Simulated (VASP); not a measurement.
# Mg2Si (Fm-3m) in VASP: single point with LDA

Aim: the single point of Mg2Si with LDA.

Everything below comes from runs of VASP 6.6.1. Logs are shortened: lines on timing, memory, paths and dates and some standing lists are left out, and cuts for length are marked.

## 1. The cell of the first run

The structure is cubic, space group Fm-3m (No. 225). Conventional cell: a = 6.390 Å, b = 6.390 Å, c = 6.390 Å, α = 90.00°, β = 90.00°, γ = 90.00°. Within 3.6 Å of Mg (site symmetry -43m) lie 4 Si at 2.77 Å and 6 Mg at 3.19 to 3.20 Å. Within 3.6 Å of Si (site symmetry m-3m) lie 8 Mg at 2.77 Å.

## 2. Single point, LDA

INCAR

```
SYSTEM = Mg2Si
  ALGO = Normal
  EDIFF = 1E-6
  ENCUT = 600
  GGA_COMPAT = .FALSE.
  ISIF = 2
  ISMEAR = -1
  LASPH = .TRUE.
  LCHARG = .FALSE.
  LREAL = .FALSE.
  LWAVE = .FALSE.
  NBANDS = 11
  NELM = 120
  PREC = Accurate
  SIGMA = 0.05
```

KPOINTS

```
k-points
0
G
  11 11 11
  0 0 0
```

POSCAR

```
Mg2Si
1.0
    0.0000000000      3.1950000000      3.1950000000
    3.1950000000      0.0000000000      3.1950000000
    3.1950000000      3.1950000000      0.0000000000
Mg Si
2 1
Direct
    0.2500000000      0.2500000000      0.2500000000
    0.7500000000      0.7500000000      0.7500000000
    0.0000000000      0.0000000000      0.0000000000
```

Potentials or basis: VASP PAW LDA potentials, release 64 (Mg, Si).

Command:

```sh
$ cat potpaw_LDA.64/Mg/POTCAR potpaw_LDA.64/Si/POTCAR > POTCAR
$ mpirun -np 1 vasp_std > vasp.out
```

OUTCAR:

```text
SYSTEM = Mg2Si
   EDIFF = 1E-6
   ENCUT = 600
   ISIF = 2
   ISMEAR = -1
   LASPH = .TRUE.
   LREAL = .FALSE.
   NELM = 120
   PREC = Accurate

 ion  position               nearest neighbor table
   1  0.250  0.250  0.250-   3 2.77   3 2.77   3 2.77   3 2.77   2 3.19   2 3.19   2 3.19   2 3.19
                             2 3.19   2 3.19
   2  0.750  0.750  0.750-   3 2.77   3 2.77   3 2.77   3 2.77   1 3.19   1 3.19   1 3.19   1 3.19
                             1 3.19   1 3.19
   3  0.000  0.000  0.000-   2 2.77   2 2.77   2 2.77   1 2.77   2 2.77   1 2.77   1 2.77   1 2.77

  LATTYP: Found a face centered cubic cell.
 ALAT       =     6.3900000000

  Lattice vectors:

 A1 = (   0.0000000000,   3.1950000000,   3.1950000000)
 A2 = (   3.1950000000,   0.0000000000,   3.1950000000)
 A3 = (   3.1950000000,   3.1950000000,   0.0000000000)

Analysis of symmetry for initial positions (statically):
=====================================================================
 Subroutine PRICEL returns:
 Original cell was already a primitive cell.

 Routine SETGRP: Setting up the symmetry group for a
 face centered cubic supercell.

 Subroutine GETGRP returns: Found 48 space group operations
 (whereof 48 operations were pure point group operations)
 out of a pool of 48 trial point group operations.

The static configuration has the point symmetry O_h .

Analysis of symmetry for dynamics (positions and initial velocities):
=====================================================================
 Subroutine PRICEL returns:
 Original cell was already a primitive cell.

 Routine SETGRP: Setting up the symmetry group for a
 face centered cubic supercell.

 Subroutine GETGRP returns: Found 48 space group operations
 (whereof 48 operations were pure point group operations)
 out of a pool of 48 trial point group operations.

The dynamic configuration has the point symmetry O_h .

 Subroutine INISYM returns: Found 48 space group operations
 (whereof 48 operations are pure point group operations),
 and found     1 'primitive' translations

----------------------------------------------------------------------------------------

                                     Primitive cell

  volume of cell :      65.2293

  direct lattice vectors                    reciprocal lattice vectors
     0.000000000  3.195000000  3.195000000    -0.156494523  0.156494523  0.156494523
     3.195000000  0.000000000  3.195000000     0.156494523 -0.156494523  0.156494523
     3.195000000  3.195000000  0.000000000     0.156494523  0.156494523 -0.156494523

  length of vectors
[... 96 lines left out ...]
   NUPDOWN=      -1.0000    fix difference up-down
   EMIN   =  10.00;   EMAX   =-10.00  energy-range for DOS
   EFERMI =   0.00;   METHOD = LEGACY
   ISMEAR =    -1;   SIGMA  =   0.05  broadening in eV -4-tet -1-fermi 0-gaus
   EFERMI_NEDOS =   21; number of points for ismear=-14 and -15
   IALGO  =     38    algorithm
   IMIX   =      4    mixing-type and parameters
     AMIX     =   0.40;   BMIX     =  1.00
     AMIX_MAG =   1.60;   BMIX_MAG =  1.00
  volume/ion in A,a.u.               =      21.74       146.73
  Fermi-wavevector in a.u.,A,eV,Ry     =   0.813375  1.537055  9.001319  0.661578
  Thomas-Fermi vector in A             =   1.923088
   LORBIT       =      0    0 simple, 1 ext, 2 COOP (PROOUT), +10 PAW based schemes
   GGA     = CA    functional components
   LHFCALC =     F    Hartree Fock is set to
   AEXX    =    0.0000 exact exchange contribution
   IVDW    =     0    specifies the selected vdW correction
   LEPSILON=     F    determine dielectric tensor
   LRPA    =     F    only Hartree local field effects (RPA)
 non-spin polarized calculation
  energy-cutoff  :      600.00
  volume of cell :       65.23
 maximum number of plane-waves:      2193
   NGX = 17   NGY = 17   NGZ = 17

 number of electron       8.0000000 magnetization

 Free energy of the ion-electron system (eV)
  ---------------------------------------------------
  ext. energy  EPLUGINS =         0.00000000
  ---------------------------------------------------
  free energy    TOTEN  =       -10.08566429 eV

  energy without entropy =      -10.08498353  energy(sigma->0) =      -10.08532391

 E-fermi :   3.4822     XC(G=0):  -8.9181

 val. band max:        3.3681879955   @ k =   0.0000   0.0000   0.0000
 cond. band min:       3.6083125830   @ k =   0.4545   0.4545   0.0000
 fundamental gap:      0.2401245876
 Fermi energy:         3.4822123955

 k-point     1 :       0.0000    0.0000    0.0000
  band No.  band energies     occupation
      1      -5.6722      2.00000
      2       3.3682      1.81450
      3       3.3682      1.81450
      4       3.3682      1.81450
      5       5.0046      0.00000
      6       5.8533      0.00000
      7       5.8533      0.00000
      8       5.8533      0.00000
      9       8.9971      0.00000
     10       8.9971      0.00000
     11       9.4169      0.00000
[... 309 lines left out ...]
 k-point    24 :      -0.1818    0.1818    0.0000
  band No.  band energies     occupation
      1      -4.9371      2.00000
      2       0.5444      2.00000
      3       1.4818      2.00000
      4       3.0117      1.99984
      5       5.6426      0.00000
      6       6.5488      0.00000
      7       6.6834      0.00000
      8       7.0389      0.00000
      9       7.2501      0.00000
     10      10.4511      0.00000
     11      11.1260      0.00000

 [... further k-points ...]

------------------------ aborting loop because EDIFF is reached ----------------------------------------

  FORCE on cell =-STRESS in cart. coord.  units (eV):
  Direction    XX          YY          ZZ          XY          YZ          ZX
  --------------------------------------------------------------------------------------
  -------------------------------------------------------------------------------------
  Total       -1.4191913     -1.4191913     -1.4191913     -0.0000000     -0.0000000     -0.0000000
  in kB      -34.8585192    -34.8585192    -34.8585192     -0.0000000     -0.0000000     -0.0000000
  external PRESSURE =     -34.8585192 kB  Pullay stress =       0.0000000 kB

 VOLUME and BASIS-vectors are now :
 -----------------------------------------------------------------------------
  energy-cutoff  :      600.00
  volume of cell :       65.23
      direct lattice vectors                 reciprocal lattice vectors
     0.000000000  3.195000000  3.195000000    -0.156494523  0.156494523  0.156494523
     3.195000000  0.000000000  3.195000000     0.156494523 -0.156494523  0.156494523
     3.195000000  3.195000000  0.000000000     0.156494523  0.156494523 -0.156494523

 POSITION                                       TOTAL-FORCE (eV/Angst)
 -----------------------------------------------------------------------------------
      1.59750      1.59750      1.59750         0.000000     -0.000000      0.000000
      4.79250      4.79250      4.79250        -0.000000      0.000000     -0.000000
      0.00000      0.00000      0.00000         0.000000      0.000000      0.000000
 -----------------------------------------------------------------------------------
    total drift:                               -0.000000     -0.000000     -0.000000

  FREE ENERGIE OF THE ION-ELECTRON SYSTEM (eV)
  ---------------------------------------------------
  free  energy   TOTEN  =       -10.0856642913 eV

  energy  without entropy=      -10.0849835285  energy(sigma->0) =      -10.08532391
```

stdout:

```text
POSCAR found type information on POSCAR MgSi
 POSCAR found :  2 types and       3 ions
 scaLAPACK will be used
 LDA part: xc-table for (Slater(with rela. corr.)+CA(PZ))
 , standard interpolation
 POSCAR, INCAR and KPOINTS ok, starting setup
 FFT: planning ... GRIDC
 FFT: planning ... GRID_SOFT
 FFT: planning ... GRID
 WAVECAR not read
 entering main loop
```

Wall time 14 s (1 thread of Intel Xeon 6975P-C (Granite Rapids), shared host); peak memory 0.2 GiB.

What came out:

```
Free energy            : -10.0857 eV
Pressure               : -3.5 GPa
Band gap on the k mesh : 0.24 eV (least direct gap 1.64 eV)
```

Caveat: the cell stands under tension; an odd mesh through Γ misses points on the zone boundary, where band edges can lie.
